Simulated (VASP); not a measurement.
# AlPt3C (Pm-3m) in VASP: relaxation of cell and atoms with r2SCAN

Aim: the relaxation of cell and atoms of AlPt3C with r2SCAN.

Everything below comes from runs of VASP 6.6.1. Logs are shortened: lines on timing, memory, paths and dates and some standing lists are left out, and cuts for length are marked.

## Step 1: The cell of the first run

Symmetry: Pm-3m, No. 221, cubic system. Conventional cell: a = 4.153 Å, b = 4.153 Å, c = 4.153 Å, α = 90.00°, β = 90.00°, γ = 90.00°. Al (site symmetry m-3m) has 12 Pt at 2.94 Å and 8 C at 3.60 Å within 3.9 Å. Within 2.7 Å of C (site symmetry m-3m) lie 6 Pt at 2.08 Å. Within 2.7 Å of Pt (site symmetry 4/mmm) lie 2 C at 2.08 Å.

## Step 2: Relaxation of cell and atoms, r2SCAN

Input file POSCAR:

```
AlPt3C
1.0
    4.1525873450      0.0000000000      0.0000000000
    0.0000000000      4.1525873450      0.0000000000
    0.0000000000      0.0000000000      4.1525873450
Al C Pt
1 1 3
Direct
    0.0000000000      0.0000000000      0.0000000000
    0.5000000000      0.5000000000      0.5000000000
    0.5000000000      0.5000000000      0.0000000000
    0.0000000000      0.5000000000      0.5000000000
    0.5000000000      0.0000000000      0.5000000000
```

Input file INCAR.step1:

```
SYSTEM = AlPt3C
PREC = Accurate ; ENCUT = 600
ISMEAR = 0 ; SIGMA = 0.1
LREAL = .False. ; LASPH = .True.
NELM = 80 ; GGA = PE
ALGO = Normal ; EDIFF = 1E-4
LWAVE = .True. ; LCHARG = .False.
```

Input file INCAR.step2:

```
SYSTEM = AlPt3C
PREC = Accurate ; ENCUT = 600
EDIFF = 1E-7 ; ISMEAR = 0
SIGMA = 0.1 ; LREAL = .False.
LASPH = .True. ; NELM = 80
ALGO = Normal ; ISIF = 3
LWAVE = .False. ; LCHARG = .False.
METAGGA = R2SCAN ; LMIXTAU = .True.
IBRION = 2 ; NSW = 80
EDIFFG = -0.02 ; ISTART = 1
```

Input file KPOINTS:

```
Automatic mesh
0
Gamma
  6 6 6
  0 0 0
```

Potentials or basis: VASP PAW PBE potentials, release 64 (Al, C, Pt).

The run is started by

```
cat potpaw_PBE.64/Al/POTCAR potpaw_PBE.64/C/POTCAR potpaw_PBE.64/Pt/POTCAR > POTCAR
cp INCAR.step1 INCAR
mpirun -np 1 vasp_std > vasp.out
cp INCAR.step2 INCAR
mpirun -np 1 vasp_std > vasp.out
```

OUTCAR:

```text
SYSTEM = AlPt3C
   PREC = Accurate
   ENCUT = 600
   EDIFF = 1E-7
   ISMEAR = 0
   LREAL = .False.
   LASPH = .True.
   NELM = 80
   ISIF = 3
   METAGGA = R2SCAN
   IBRION = 2
   NSW = 80
   EDIFFG = -0.02
   ISTART = 1

 ion  position               nearest neighbor table
   1  0.000  0.000  0.000-   3 2.94   4 2.94   5 2.94   4 2.94   5 2.94   3 2.94   4 2.94   4 2.94
                             3 2.94   5 2.94   5 2.94   3 2.94
   2  0.500  0.500  0.500-   3 2.08   4 2.08   5 2.08   3 2.08   5 2.08   4 2.08
   3  0.500  0.500  0.000-   2 2.08   2 2.08   4 2.94   5 2.94   1 2.94   4 2.94   5 2.94   1 2.94
                             5 2.94   5 2.94   1 2.94   4 2.94   4 2.94   1 2.94
   4  0.000  0.500  0.500-   2 2.08   2 2.08   3 2.94   5 2.94   1 2.94   3 2.94   1 2.94   5 2.94
                             1 2.94   1 2.94   3 2.94   5 2.94   3 2.94   5 2.94
   5  0.500  0.000  0.500-   2 2.08   2 2.08   3 2.94   4 2.94   1 2.94   3 2.94   1 2.94   3 2.94
                             4 2.94   3 2.94   1 2.94   4 2.94   1 2.94   4 2.94

  LATTYP: Found a simple cubic cell.
 ALAT       =     4.1525873450

  Lattice vectors:

 A1 = (   4.1525873450,   0.0000000000,   0.0000000000)
 A2 = (   0.0000000000,   4.1525873450,   0.0000000000)
 A3 = (   0.0000000000,   0.0000000000,   4.1525873450)

Analysis of symmetry for initial positions (statically):
=====================================================================
 Subroutine PRICEL returns:
 Original cell was already a primitive cell.

 Routine SETGRP: Setting up the symmetry group for a
 simple cubic supercell.

 Subroutine GETGRP returns: Found 48 space group operations
 (whereof 48 operations were pure point group operations)
 out of a pool of 48 trial point group operations.

The static configuration has the point symmetry O_h .

Analysis of symmetry for dynamics (positions and initial velocities):
=====================================================================
 Subroutine PRICEL returns:
 Original cell was already a primitive cell.

 Routine SETGRP: Setting up the symmetry group for a
 simple cubic supercell.

 Subroutine GETGRP returns: Found 48 space group operations
 (whereof 48 operations were pure point group operations)
 out of a pool of 48 trial point group operations.

The dynamic configuration has the point symmetry O_h .

 Subroutine INISYM returns: Found 48 space group operations
 (whereof 48 operations are pure point group operations),
 and found     1 'primitive' translations

----------------------------------------------------------------------------------------

                                     Primitive cell

  volume of cell :      71.6071

  direct lattice vectors                    reciprocal lattice vectors
     4.152587345  0.000000000  0.000000000     0.240813719  0.000000000  0.000000000
     0.000000000  4.152587345  0.000000000     0.000000000  0.240813719  0.000000000
     0.000000000  0.000000000  4.152587345     0.000000000  0.000000000  0.240813719

  length of vectors
     4.152587345  4.152587345  4.152587345     0.240813719  0.240813719  0.240813719

  position of ions in fractional coordinates (direct lattice)
     0.000000000  0.000000000  0.000000000
     0.500000000  0.500000000  0.500000000
     0.500000000  0.500000000  0.000000000
     0.000000000  0.500000000  0.500000000
     0.500000000  0.000000000  0.500000000

  ion indices of the primitive-cell ions
   primitive index   ion index
                 1           1
                 2           2
                 3           3
                 4           4
                 5           5

----------------------------------------------------------------------------------------

 KPOINTS: Automatic mesh

Automatic generation of k-mesh.
 Grid dimensions read from file:
 generate k-points for:    6    6    6

 Generating k-lattice:

  Cartesian coordinates                     Fractional coordinates (reciprocal lattice)
     0.040135620  0.000000000  0.000000000     0.166666667  0.000000000  0.000000000
     0.000000000  0.040135620  0.000000000     0.000000000  0.166666667  0.000000000
     0.000000000  0.000000000  0.040135620     0.000000000  0.000000000  0.166666667

  Length of vectors
     0.040135620  0.040135620  0.040135620

  Shift w.r.t. Gamma in fractional coordinates (k-lattice)
     0.000000000  0.000000000  0.000000000

 Subroutine IBZKPT returns following result:
 ===========================================

 Found     20 irreducible k-points:

 Following reciprocal coordinates:
            Coordinates               Weight
  0.000000  0.000000  0.000000      1.000000
  0.166667  0.000000  0.000000      6.000000
  0.333333  0.000000  0.000000      6.000000
  0.500000  0.000000  0.000000      3.000000
  0.166667  0.166667  0.000000     12.000000
  0.333333  0.166667  0.000000     24.000000
[... 12 lines left out ...]
  0.500000  0.500000  0.333333      6.000000
  0.500000  0.500000  0.500000      1.000000
   k-points           NKPTS =     20   k-points in BZ     NKDIM =     20   number of bands    NBANDS=     22
   number of dos      NEDOS =    301   number of ions     NIONS =      5
   total plane-waves  NPLWV =  46656
   dimension x,y,z NGX =    36 NGY =   36 NGZ =   36
   dimension x,y,z NGXF=    72 NGYF=   72 NGZF=   72
   ions per type =               1   1   3
   NGX,Y,Z   is equivalent  to a cutoff of  14.41, 14.41, 14.41 a.u.
   NGXF,Y,Z  is equivalent  to a cutoff of  28.82, 28.82, 28.82 a.u.
 SYSTEM =  AlPt3C
   PREC   = accura    normal or accurate (medium, high low for compatibility)
   ISTART =      1    job   : 0-new  1-cont  2-samecut
   ICHARG =      0    charge: 1-file 2-atom 10-const
   ISPIN  =      1    spin polarized calculation?
   LNONCOLLINEAR =      F non collinear calculations
   LSORBIT =      F    spin-orbit coupling
   LASPH  =      T    aspherical Exc in radial PAW
   ENCUT  =  600.0 eV  44.10 Ry    6.64 a.u.   8.29  8.29  8.29*2*pi/ulx,y,z
   NELM   =     80;   NELMIN=  2; NELMDL=  0     # of ELM steps
   EDIFF  = 0.1E-06   stopping-criterion for ELM
   LREAL  =      F    real-space projection
   EDIFFG = -.2E-01   stopping-criterion for IOM
   NSW    =     80    number of steps for IOM
   IBRION =      2    ionic relax: 0-MD 1-quasi-New 2-CG
   NFREE  =      1    steps in history (QN), initial steepest desc. (CG)
   ISIF   =      3    stress and relaxation
   ISYM   =      2    0-nonsym 1-usesym 2-fastsym
   POTIM  = 0.5000    time-step for ionic-motion
   TEBEG  =    0.0;   TEEND  =   0.0 temperature during run
   PSTRESS=    0.0 pullay stress
   NELECT =      37.0000    total number of electrons
   NUPDOWN=      -1.0000    fix difference up-down
   EMIN   =  10.00;   EMAX   =-10.00  energy-range for DOS
   EFERMI =   0.00;   METHOD = LEGACY
   ISMEAR =     0;   SIGMA  =   0.10  broadening in eV -4-tet -1-fermi 0-gaus
   EFERMI_NEDOS =   21; number of points for ismear=-14 and -15
   IALGO  =     38    algorithm
   IMIX   =      4    mixing-type and parameters
     AMIX     =   0.40;   BMIX     =  1.00
     AMIX_MAG =   1.60;   BMIX_MAG =  1.00
  volume/ion in A,a.u.               =      14.32        96.65
  Fermi-wavevector in a.u.,A,eV,Ry     =   1.313681  2.482497 23.480365  1.725758
  Thomas-Fermi vector in A             =   2.443987
   LORBIT       =      0    0 simple, 1 ext, 2 COOP (PROOUT), +10 PAW based schemes
   METAGGA = R2SCAN    functional components
   LHFCALC =     F    Hartree Fock is set to
   AEXX    =    0.0000 exact exchange contribution
   IVDW    =     0    specifies the selected vdW correction
   LEPSILON=     F    determine dielectric tensor
   LRPA    =     F    only Hartree local field effects (RPA)
 conjugate gradient relaxation of ions
 non-spin polarized calculation
 Gauss-broadening in eV      SIGMA  =   0.10
  energy-cutoff  :      600.00
  volume of cell :       71.61
 maximum number of plane-waves:      2440
 NGX is ok and might be reduce to    36
   NGX = 17   NGY = 17   NGZ = 17

--------------------------------------- Ionic step        1  -------------------------------------------

 number of electron      36.9999998 magnetization

 Free energy of the ion-electron system (eV)
  ---------------------------------------------------
  ext. energy  EPLUGINS =         0.00000000
  ---------------------------------------------------
  free energy    TOTEN  =      -170.07519243 eV

  energy without entropy =     -170.06155050  energy(sigma->0) =     -170.06837146

------------------------ aborting loop because EDIFF is reached ----------------------------------------

  FORCE on cell =-STRESS in cart. coord.  units (eV):
  Direction    XX          YY          ZZ          XY          YZ          ZX
  --------------------------------------------------------------------------------------
  -------------------------------------------------------------------------------------
  Total        0.2185853      0.2185853      0.2185853      0.0000000     -0.0000000      0.0000000
  in kB        4.8907477      4.8907477      4.8907477      0.0000000     -0.0000000      0.0000000
  external PRESSURE =       4.8907477 kB  Pullay stress =       0.0000000 kB
[... 24 lines left out ...]
  energy  without entropy=     -170.0615504989  energy(sigma->0) =     -170.06837146

--------------------------------------- Ionic step        2  -------------------------------------------

 number of electron      36.9999997 magnetization

 E-fermi :   9.9876     XC(G=0): -13.2525

 val. band max:        9.8897010675   @ k =   0.3333   0.3333   0.1667
 cond. band min:      10.0029120217   @ k =   0.3333   0.1667   0.0000
 fundamental gap:      0.1132109542
 Fermi energy:         9.9875738539

 k-point     1 :       0.0000    0.0000    0.0000
  band No.  band energies     occupation
      1      -6.1126      2.00000
      2       0.3181      2.00000
      3       3.7237      2.00000
      4       3.7237      2.00000
      5       3.7237      2.00000
      6       4.2150      2.00000
[... 525 lines left out ...]
  energy  without entropy=     -170.0606482280  energy(sigma->0) =     -170.06760552

--------------------------------------- Ionic step        3  -------------------------------------------

 number of electron      36.9999998 magnetization

 Free energy of the ion-electron system (eV)
  ---------------------------------------------------
  ext. energy  EPLUGINS =         0.00000000
  ---------------------------------------------------
  free energy    TOTEN  =      -170.07542367 eV

  energy without entropy =     -170.06169039  energy(sigma->0) =     -170.06855703

 E-fermi :  10.0575     XC(G=0): -13.2780

 val. band max:        9.9597475858   @ k =   0.3333   0.3333   0.1667
 cond. band min:      10.0721484687   @ k =   0.3333   0.1667   0.0000
 fundamental gap:      0.1124008829
 Fermi energy:        10.0574814213

 k-point     1 :       0.0000    0.0000    0.0000
  band No.  band energies     occupation
      1      -6.0954      2.00000
      2       0.3446      2.00000
      3       3.7536      2.00000
      4       3.7536      2.00000
      5       3.7536      2.00000
      6       4.2478      2.00000
[... 521 lines left out ...]
  FREE ENERGIE OF THE ION-ELECTRON SYSTEM (eV)
  ---------------------------------------------------
  free  energy   TOTEN  =      -170.0754236678 eV

  energy  without entropy=     -170.0616903901  energy(sigma->0) =     -170.06855703

 reached required accuracy - stopping structural energy minimisation
```

Run time: 10 min. Hardware: 1 thread of Intel Xeon 8259CL, shared host; peak memory 0.26 GiB.

Results:

- Free energy: -170.0754 eV
- Relaxed volume: 14.35 Å³/atom
- Relaxed cell: a = 4.156 Å, b = 4.156 Å, c = 4.156 Å, α = 90.00°, β = 90.00°, γ = 90.00°
- Space group after relaxing (to 0.05 Å): Pm-3m (No. 221)
- Energy gained by relaxing: 0.0 meV/atom
- Ionic steps: 3
- Pressure after relaxing: 0.0 GPa

Step by step:
| step | energy change (eV) | largest force (eV/Å) | pressure (GPa) | volume (Å³) |
| --- | --- | --- | --- | --- |
| 1 | 0.0000 | 0.0000 | 0.49 | 71.61 |
| 2 | 0.0006 | 0.0000 | -0.91 | 72.06 |
| 3 | -0.0002 | 0.0000 | 0.01 | 71.76 |

Final structure:
```cif
data_structure
_symmetry_space_group_name_H-M 'P 1'
_symmetry_Int_Tables_number 1
_cell_length_a 4.1556
_cell_length_b 4.1556
_cell_length_c 4.1556
_cell_angle_alpha 90.000
_cell_angle_beta 90.000
_cell_angle_gamma 90.000
_cell_volume 71.76
loop_
_atom_site_label
_atom_site_type_symbol
_atom_site_fract_x
_atom_site_fract_y
_atom_site_fract_z
_atom_site_occupancy
Al1 Al 0.00000 0.00000 0.00000 1
C1 C 0.50000 0.50000 0.50000 1
Pt1 Pt 0.50000 0.50000 0.00000 1
Pt2 Pt 0.00000 0.50000 0.50000 1
Pt3 Pt 0.50000 0.00000 0.50000 1
```

Levels at points of the mesh, in eV from the Fermi level:
| k point | band 17 | band 18 | band 19 | band 20 | band 21 | band 22 |
| --- | --- | --- | --- | --- | --- | --- |
| (0.00, 0.00, 0.00) | -1.08 | -1.08 | -1.08 | 1.19 | 1.19 | 1.19 |
| (0.50, 0.00, 0.00) | -1.08 | -0.31 | -0.31 | 1.34 | 3.19 | 3.88 |
| (0.50, 0.50, 0.00) | -1.78 | -0.54 | -0.54 | 1.02 | 2.22 | 5.01 |
| (0.50, 0.50, 0.50) | -1.30 | -1.30 | -1.30 | 0.99 | 0.99 | 0.99 |

Caveat: the PAW data sets were made with another functional, which shifts forces and pressure a little; spin-orbit coupling is left out, which moves the levels of the heavy elements.
